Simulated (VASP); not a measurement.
# Mg2CdN2 (Cm) in VASP: notebook

Mg2CdN2 is run at these levels: LDA; tasks: single point.

All numbers are computed with VASP 6.6.1; they aren't measurements. Logs are shortened: lines on timing, memory, paths and dates and some standing lists are left out, and cuts for length are marked.

## Step 1: The cell of the first run

Symmetry: Cm, No. 8, monoclinic system. The conventional cell has a = 6.154 Å, b = 3.553 Å, c = 5.984 Å, α = 90.00°, β = 90.00°, γ = 90.00°. Within 2.4 Å of Mg (site symmetry m) lie 4 N at 1.80 to 2.36 Å. Within 2.6 Å of Mg (site symmetry m) lie 4 N at 1.99 to 2.40 Å. Cd (site symmetry m) has 6 N at 2.35 to 2.89 Å and 6 Mg at 2.92 Å within 3.1 Å. N (site symmetry m) has 4 Mg at 1.99 to 2.40 Å and 1 Cd at 2.35 Å within 2.6 Å. N (site symmetry m) has 4 Mg at 1.80 to 2.25 Å within 2.4 Å.

## Step 2: Single point, LDA

INCAR reads:

```
ALGO     = Normal         # electronic algorithm
EDIFF    = 1E-6           # SCF threshold, eV
ENCUT    = 520            # plane-wave cutoff, eV
GGA      = CA             # functional
ISIF     = 2              # what is computed and relaxed
ISMEAR   = 0              # smearing method
LASPH    = True           # aspherical terms in the spheres
LCHARG   = False          # write CHGCAR
LREAL    = False          # projectors in reciprocal space
LWAVE    = False          # write WAVECAR
NBANDS   = 21             # bands
NELM     = 100            # most SCF steps
PREC     = Accurate       # precision mode
SIGMA    = 0.03           # smearing width, eV
```

KPOINTS reads:

```
k-points
0
Gamma
  12 12 6
```

POSCAR reads:

```
Mg2CdN2
1.0
    3.5528825911      0.0000000000      0.0000000000
   -1.7764412955      3.0768865806      0.0000000000
    0.0000000000      0.0000000000      5.9838310064
Mg Cd N
2 1 2
Direct
    0.6666666667      0.3333333333      0.1534420000
    0.3333333333      0.6666666667      0.8465580000
    0.0000000000      0.0000000000      0.5000000000
    0.7143101912      0.4286203824      0.7616073993
    0.3809768579      0.7619537158      0.2171453993
```

Potentials or basis: VASP PAW LDA potentials, release 64 (Mg, Cd, N).

Run with:

```bash
$ cat potpaw_LDA.64/Mg/POTCAR potpaw_LDA.64/Cd/POTCAR potpaw_LDA.64/N/POTCAR > POTCAR
$ mpirun -np 1 vasp_std > vasp.out
```

OUTCAR:

```text
EDIFF = 1E-6
   ENCUT = 520
   GGA = CA
   ISIF = 2
   ISMEAR = 0
   LASPH = True
   LREAL = False
   NELM = 100
   PREC = Accurate

 ion  position               nearest neighbor table
   1  0.667  0.333  0.153-   5 1.80   5 2.25   5 2.25   4 2.36   2 2.75   2 2.75   2 2.75   3 2.92
                             3 2.92   3 2.92
   2  0.333  0.667  0.847-   4 1.99   4 1.99   5 2.24   4 2.40   1 2.75   1 2.75   1 2.75   3 2.92
                             3 2.92   3 2.92
   3  0.000  0.000  0.500-   4 2.35   5 2.56   5 2.56   4 2.71   4 2.71   1 2.92   2 2.92   2 2.92
                             1 2.92   1 2.92   2 2.92
   4  0.714  0.429  0.762-   2 1.99   2 1.99   3 2.35   1 2.36   2 2.40   3 2.71   3 2.71
   5  0.381  0.762  0.217-   1 1.80   2 2.24   1 2.25   1 2.25   3 2.56   3 2.56

  LATTYP: Found a hexagonal cell.
 ALAT       =     3.5528825911
 C/A-ratio  =     1.6842186177

  Lattice vectors:

 A1 = (   3.5528825911,   0.0000000000,   0.0000000000)
 A2 = (  -1.7764412955,   3.0768865806,   0.0000000000)
 A3 = (   0.0000000000,   0.0000000000,   5.9838310064)

Analysis of symmetry for initial positions (statically):
=====================================================================
 Subroutine PRICEL returns:
 Original cell was already a primitive cell.

 Routine SETGRP: Setting up the symmetry group for a
 hexagonal supercell.

 Subroutine GETGRP returns: Found  2 space group operations
 (whereof  2 operations were pure point group operations)
 out of a pool of 24 trial point group operations.

The static configuration has the point symmetry C_1h.

Analysis of symmetry for dynamics (positions and initial velocities):
=====================================================================
 Subroutine PRICEL returns:
 Original cell was already a primitive cell.

 Routine SETGRP: Setting up the symmetry group for a
 hexagonal supercell.

 Subroutine GETGRP returns: Found  2 space group operations
 (whereof  2 operations were pure point group operations)
 out of a pool of 24 trial point group operations.

The dynamic configuration has the point symmetry C_1h.

 Subroutine INISYM returns: Found  2 space group operations
 (whereof  2 operations are pure point group operations),
 and found     1 'primitive' translations

----------------------------------------------------------------------------------------

                                     Primitive cell

  volume of cell :      65.4141

  direct lattice vectors                    reciprocal lattice vectors
     3.552882591  0.000000000  0.000000000     0.281461595  0.162501927  0.000000000
    -1.776441295  3.076886581  0.000000000     0.000000000  0.325003855  0.000000000
     0.000000000  0.000000000  5.983831006     0.000000000  0.000000000  0.167117019

  length of vectors
     3.552882591  3.552882591  5.983831006     0.325003855  0.325003855  0.167117019

  position of ions in fractional coordinates (direct lattice)
     0.666666667  0.333333333  0.153442000
     0.333333333  0.666666667  0.846558000
     0.000000000  0.000000000  0.500000000
     0.714310191  0.428620382  0.761607399
     0.380976858  0.761953716  0.217145399

  ion indices of the primitive-cell ions
   primitive index   ion index
                 1           1
                 2           2
                 3           3
                 4           4
                 5           5

----------------------------------------------------------------------------------------

 KPOINTS: k-points

Automatic generation of k-mesh.
 Grid dimensions read from file:
 generate k-points for:   12   12    6

 Generating k-lattice:

  Cartesian coordinates                     Fractional coordinates (reciprocal lattice)
     0.023455133  0.013541827  0.000000000     0.083333333  0.000000000  0.000000000
     0.000000000  0.027083655  0.000000000     0.000000000  0.083333333  0.000000000
     0.000000000  0.000000000  0.027852837     0.000000000  0.000000000  0.166666667

  Length of vectors
     0.027083655  0.027083655  0.027852837

  Shift w.r.t. Gamma in fractional coordinates (k-lattice)
     0.000000000  0.000000000  0.000000000

 Subroutine IBZKPT returns following result:
 ===========================================

 Found    242 irreducible k-points:

 Following reciprocal coordinates:
            Coordinates               Weight
  0.000000  0.000000  0.000000      1.000000
  0.083333  0.000000  0.000000      4.000000
  0.000000  0.083333  0.000000      2.000000
  0.166667  0.000000  0.000000      4.000000
  0.000000  0.166667  0.000000      2.000000
  0.250000  0.000000  0.000000      4.000000
[... 16 lines left out ...]
 -0.083333  0.416667  0.000000      4.000000
 -0.416667  0.333333  0.000000      4.000000
 [... further k-points ...]
   k-points           NKPTS =    242   k-points in BZ     NKDIM =    242   number of bands    NBANDS=     21
   number of dos      NEDOS =    301   number of ions     NIONS =      5
   total plane-waves  NPLWV =  37632
   dimension x,y,z NGX =    28 NGY =   28 NGZ =   48
   dimension x,y,z NGXF=    56 NGYF=   56 NGZF=   96
   ions per type =               2   1   2
   NGX,Y,Z   is equivalent  to a cutoff of  13.10, 13.10, 13.34 a.u.
   NGXF,Y,Z  is equivalent  to a cutoff of  26.20, 26.20, 26.67 a.u.
 SYSTEM =  unknown system
   PREC   = accura    normal or accurate (medium, high low for compatibility)
   ISTART =      0    job   : 0-new  1-cont  2-samecut
   ICHARG =      2    charge: 1-file 2-atom 10-const
   ISPIN  =      1    spin polarized calculation?
   LNONCOLLINEAR =      F non collinear calculations
   LSORBIT =      F    spin-orbit coupling
   LASPH  =      T    aspherical Exc in radial PAW
   ENCUT  =  520.0 eV  38.22 Ry    6.18 a.u.   6.61  6.61 11.13*2*pi/ulx,y,z
   NELM   =    100;   NELMIN=  2; NELMDL= -5     # of ELM steps
   EDIFF  = 0.1E-05   stopping-criterion for ELM
   LREAL  =      F    real-space projection
   EDIFFG = 0.1E-04   stopping-criterion for IOM
   NSW    =      0    number of steps for IOM
   IBRION =     -1    ionic relax: 0-MD 1-quasi-New 2-CG
   NFREE  =      0    steps in history (QN), initial steepest desc. (CG)
   ISIF   =      2    stress and relaxation
   ISYM   =      2    0-nonsym 1-usesym 2-fastsym
   POTIM  = 0.5000    time-step for ionic-motion
   TEBEG  =    0.0;   TEEND  =   0.0 temperature during run
   PSTRESS=    0.0 pullay stress
   NELECT =      26.0000    total number of electrons
   NUPDOWN=      -1.0000    fix difference up-down
   EMIN   =  10.00;   EMAX   =-10.00  energy-range for DOS
   EFERMI =   0.00;   METHOD = LEGACY
   ISMEAR =     0;   SIGMA  =   0.03  broadening in eV -4-tet -1-fermi 0-gaus
   EFERMI_NEDOS =   21; number of points for ismear=-14 and -15
   IALGO  =     38    algorithm
   IMIX   =      4    mixing-type and parameters
     AMIX     =   0.40;   BMIX     =  1.00
     AMIX_MAG =   1.60;   BMIX_MAG =  1.00
  volume/ion in A,a.u.               =      13.08        88.29
  Fermi-wavevector in a.u.,A,eV,Ry     =   1.203674  2.274613 19.712530  1.448830
  Thomas-Fermi vector in A             =   2.339420
   LORBIT       =      0    0 simple, 1 ext, 2 COOP (PROOUT), +10 PAW based schemes
   GGA     = CA    functional components
   LHFCALC =     F    Hartree Fock is set to
   AEXX    =    0.0000 exact exchange contribution
   IVDW    =     0    specifies the selected vdW correction
   LEPSILON=     F    determine dielectric tensor
   LRPA    =     F    only Hartree local field effects (RPA)
 non-spin polarized calculation
 Gauss-broadening in eV      SIGMA  =   0.03
  energy-cutoff  :      520.00
  volume of cell :       65.41
 maximum number of plane-waves:      1798
   NGX = 13   NGY = 13   NGZ = 23

 number of electron      26.0000003 magnetization

 Free energy of the ion-electron system (eV)
  ---------------------------------------------------
  ext. energy  EPLUGINS =         0.00000000
  ---------------------------------------------------
  free energy    TOTEN  =       -24.53898344 eV

  energy without entropy =      -24.53898344  energy(sigma->0) =      -24.53898344

 E-fermi :   2.7833     XC(G=0): -10.9859

 val. band max:        2.5817454988   @ k =  -0.2500   0.0000   0.1667
 cond. band min:       2.9757955907   @ k =   0.0000   0.0000   0.0000
 fundamental gap:      0.3940500918
 Fermi energy:         2.7832896722

 k-point     1 :       0.0000    0.0000    0.0000
  band No.  band energies     occupation
      1     -10.5374      2.00000
      2      -9.4847      2.00000
      3      -5.1384      2.00000
      4      -5.0020      2.00000
      5      -4.9905      2.00000
      6      -4.8495      2.00000
[... 13 lines left out ...]
     20      13.9201      0.00000
     21      14.1165      0.00000

 k-point     2 :       0.0833    0.0000    0.0000
  band No.  band energies     occupation
      1     -10.4827      2.00000
      2      -9.4689      2.00000
      3      -5.1161      2.00000
      4      -5.0071      2.00000
      5      -4.9677      2.00000
      6      -4.8694      2.00000
[... 13 lines left out ...]
     20      13.6226      0.00000
     21      13.7234      0.00000

 k-point     3 :       0.0000    0.0833    0.0000
  band No.  band energies     occupation
      1     -10.4828      2.00000
      2      -9.4698      2.00000
      3      -5.1143      2.00000
      4      -4.9977      2.00000
      5      -4.9762      2.00000
      6      -4.8440      2.00000
[... 13 lines left out ...]
     20      13.5486      0.00000
     21      13.9349      0.00000

 k-point     4 :       0.1667    0.0000    0.0000
  band No.  band energies     occupation
      1     -10.3265      2.00000
      2      -9.4268      2.00000
      3      -5.0932      2.00000
      4      -5.0005      2.00000
      5      -4.9053      2.00000
      6      -4.8915      2.00000
[... 13 lines left out ...]
     20      12.8043      0.00000
     21      13.2455      0.00000

 k-point     5 :       0.0000    0.1667    0.0000
  band No.  band energies     occupation
      1     -10.3274      2.00000
      2      -9.4301      2.00000
      3      -5.0821      2.00000
      4      -4.9949      2.00000
      5      -4.9064      2.00000
      6      -4.8482      2.00000
[... 13 lines left out ...]
     20      12.5775      0.00000
     21      13.1533      0.00000

 k-point     6 :       0.2500    0.0000    0.0000
  band No.  band energies     occupation
      1     -10.0941      2.00000
      2      -9.3731      2.00000
      3      -5.1298      2.00000
      4      -4.9864      2.00000
      5      -4.8844      2.00000
      6      -4.8109      2.00000
[... 13 lines left out ...]
     20      12.2610      0.00000
     21      13.2292      0.00000

 k-point     7 :       0.0000    0.2500    0.0000
  band No.  band energies     occupation
      1     -10.0967      2.00000
      2      -9.3790      2.00000
      3      -5.1148      2.00000
      4      -4.9502      2.00000
      5      -4.8857      2.00000
      6      -4.7971      2.00000
[... 13 lines left out ...]
     20      11.9199      0.00000
     21      12.9869      0.00000
[... 291 lines left out ...]
      1      -9.9371      2.00000
      2      -9.3484      2.00000
      3      -5.1229      2.00000
      4      -4.9603      2.00000
      5      -4.9035      2.00000
      6      -4.7437      2.00000
[... 13 lines left out ...]
     20      11.8417      0.00000
     21      13.1602      0.00000

 k-point    21 :      -0.3333    0.2500    0.0000
  band No.  band energies     occupation
      1      -9.9332      2.00000
      2      -9.3400      2.00000
      3      -5.1386      2.00000
      4      -5.0003      2.00000
      5      -4.9030      2.00000
      6      -4.7623      2.00000
[... 13 lines left out ...]
     20      11.8388      0.00000
     21      13.5230      0.00000

 k-point    22 :       0.3333    0.0833    0.0000
  band No.  band energies     occupation
      1      -9.6803      2.00000
      2      -9.3181      2.00000
      3      -5.1925      2.00000
      4      -5.0029      2.00000
      5      -4.8929      2.00000
      6      -4.6677      2.00000
[... 13 lines left out ...]
     20      11.8079      0.00000
     21      13.5360      0.00000

 k-point    23 :      -0.0833    0.4167    0.0000
  band No.  band energies     occupation
      1      -9.6897      2.00000
      2      -9.3203      2.00000
      3      -5.1760      2.00000
      4      -4.9652      2.00000
      5      -4.9068      2.00000
      6      -4.6704      2.00000
[... 13 lines left out ...]
     20      11.6676      0.00000
     21      13.3590      0.00000

 k-point    24 :      -0.4167    0.3333    0.0000
  band No.  band energies     occupation
      1      -9.6806      2.00000
      2      -9.3139      2.00000
      3      -5.1937      2.00000
      4      -5.0044      2.00000
      5      -4.9002      2.00000
      6      -4.6908      2.00000
[... 13 lines left out ...]
     20      11.6351      0.00000
     21      13.6531      0.00000

 [... further k-points ...]

------------------------ aborting loop because EDIFF is reached ----------------------------------------

  FORCE on cell =-STRESS in cart. coord.  units (eV):
  Direction    XX          YY          ZZ          XY          YZ          ZX
  --------------------------------------------------------------------------------------
  -------------------------------------------------------------------------------------
  Total       -2.3215052      1.7101997     -2.9634175      0.0000000     -1.2589959     -0.0000000
  in kB      -56.8602262     41.8876246    -72.5824736      0.0000000    -30.8363699     -0.0000000
  external PRESSURE =     -29.1850251 kB  Pullay stress =       0.0000000 kB

 VOLUME and BASIS-vectors are now :
 -----------------------------------------------------------------------------
  energy-cutoff  :      520.00
  volume of cell :       65.41
      direct lattice vectors                 reciprocal lattice vectors
     3.552882591  0.000000000  0.000000000     0.281461595  0.162501927  0.000000000
    -1.776441295  3.076886581  0.000000000     0.000000000  0.325003855  0.000000000
     0.000000000  0.000000000  5.983831006     0.000000000  0.000000000  0.167117019

 POSITION                                       TOTAL-FORCE (eV/Angst)
 -----------------------------------------------------------------------------------
      1.77644      1.02563      0.91817         0.000000      4.061190     -0.514771
     -0.00000      2.05126      5.06566         0.000000      1.238341      0.091333
      0.00000      0.00000      2.99192        -0.000000     -0.111049     -0.098805
      1.77644      1.31882      4.55733        -0.000000     -1.261167     -0.055355
      0.00000      2.34445      1.29936        -0.000000     -3.927315      0.577598
 -----------------------------------------------------------------------------------
    total drift:                               -0.000000      0.000254     -0.000053

  FREE ENERGIE OF THE ION-ELECTRON SYSTEM (eV)
  ---------------------------------------------------
  free  energy   TOTEN  =       -24.5389834397 eV

  energy  without entropy=      -24.5389834397  energy(sigma->0) =      -24.53898344
```

It took 2.4 min on 1 thread of Intel Xeon 6975P-C (Granite Rapids), shared host; peak memory 0.44 GiB.

Results:

```yaml
Free_energy: -24.5390 eV
Pressure: -2.9 GPa
Largest_force: 4.094 eV/Å
Band_gap_on_the_k_mesh: 0.39 eV (least direct gap 0.61 eV)
```

Forces on the atoms (eV/Å):
```
Mg   0.000  4.061 -0.515
Mg   0.000  1.238  0.091
Cd   0.000 -0.111 -0.099
N    0.000 -1.261 -0.055
N    0.000 -3.927  0.578
```

Stress tensor (GPa, compression positive):
```
-5.69  0.00  0.00
 0.00  4.19 -3.08
 0.00 -3.08 -7.26
```

Caveat: the cell differs from its parent crystal (all N atoms moved -0.300 Å, as atom 4 towards its neighbour atom 2 (Mg) at 2.099 Å); the stress differs along the axes, from -7 to 4 GPa; semilocal functionals underestimate gaps, and a narrow one can read as zero; forces of over 1 eV/Å act on the atoms, so gaps and moduli don't describe the material at rest. A k mesh can miss the band edges.

(Part 1 of 2 ends here.)
